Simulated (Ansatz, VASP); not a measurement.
# Two plane-wave programs on Mg8O9

```
Mg O
1.0
     0.00000    4.21000    4.21000
     4.21000    0.00000    4.21000
     4.21000    4.21000    0.00000
Mg O
8 9
Direct
  0.99640 0.99830 0.99635
  0.99644 0.99813 0.50899
  0.02590 0.42277 0.02552
  0.99112 0.51009 0.49928
  0.50887 0.99839 0.99634
  0.48826 0.03534 0.48814
  0.49953 0.51020 0.99081
  0.49957 0.51013 0.49926
  0.24919 0.25704 0.24896
  0.24920 0.25703 0.74462
  0.24665 0.76033 0.24642
  0.30025 0.76268 0.71841
  0.74486 0.25705 0.24895
  0.74083 0.27774 0.74064
  0.71848 0.76265 0.30048
  0.71865 0.76267 0.71833
  0.90335 0.78921 0.90388
```

Alike in both runs: functional LDA; k mesh 2 × 2 × 2; occupations gaussian, width 0.02 eV; collinear spin.

Ansatz relaxed the structure, and its values are those at the end. VASP's run is a single point on that final structure, the one shown.

```csv
,VASP,Ansatz
version,VASP 6.6.1,Ansatz 0.2.0
potentials or method,"VASP PAW LDA potentials, release 64 (Mg, O), cutoff 520 eV","scalar-relativistic, plane waves, PAW"
valence electrons in the cell,70,134
```

```tsv
	VASP	Ansatz	Ansatz less VASP
rms of the force components (eV/Å)	0.052	0.013	-0.0396
net moment per atom (μB)	0.03	0.12	+0.088
size of the moment on the site where the two differ most (μB)	0.17	0.71	+0.537
```

Ansatz warns that its potentials were made for another functional, while VASP's fit it. LDA's correlation is that of Perdew and Zunger in VASP and of Perdew and Wang (1992) in Ansatz. Site moments also hang on the region over which each program counts them. VASP's potentials hold 70 valence electrons a cell and Ansatz's 134, so a difference there can come from the potentials and not from the codes.

The k mesh is coarse, so the values compare programs but aren't converged.
